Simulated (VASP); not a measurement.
Crystal: Sb3Au.

```
Sb Au
1.0
     3.06319    0.00000    0.00000
     0.00000    3.06319    0.00000
     0.00000    0.00000   11.81513
Sb Au
3 1
Cartesian
  0.0000 0.0000 2.7319
  0.0000 0.0000 5.9076
  0.0000 0.0000 9.0832
  0.0000 0.0000 0.0000
```

* Program: VASP 6.6.1
* Task: relaxation of volume and atoms at fixed shape
* Functional: LDA
* Potentials or basis: VASP PAW LDA potentials, release 64 (Sb_d_GW, Au_sv_GW)
* Cutoff: 500 eV
* k mesh: 7 × 7 × 2
* Occupations: fermi-dirac, width 0.1 eV
* Spin: no spin polarisation

At the start: pressure -5.3 GPa; volume 27.72 Å³/atom.

Q: How do energy, volume and symmetry change on relaxing?

A: Over 6 steps the energy falls by 39.0 meV/atom and the volume is 25.50 Å³/atom (-8.0 %); space group P4/mmm (No. 123, to 0.1 Å) before and after.

Step by step:
```csv
step,energy change (eV),largest force (eV/Å),pressure (GPa),volume (Å³)
1,0.0000,0.1429,-5.35,110.86
2,-0.0649,0.3679,5.25,96.67
3,-0.1540,0.1151,-0.07,102.40
4,-0.1540,0.1194,0.07,102.24
5,-0.1550,0.0833,0.07,102.16
6,-0.1559,0.0042,0.09,101.99
```

Final structure:
```xyz
4
Lattice="2.9792 0.0000 0.0000 0.0000 2.9792 0.0000 0.0000 0.0000 11.4911" Properties=species:S:1:pos:R:3 pbc="T T T"
Sb    2.9792    0.0000    2.6697
Sb    2.9792    0.0000    5.7455
Sb    0.0000    0.0000    8.8214
Au    2.9792    0.0000    0.0000
```
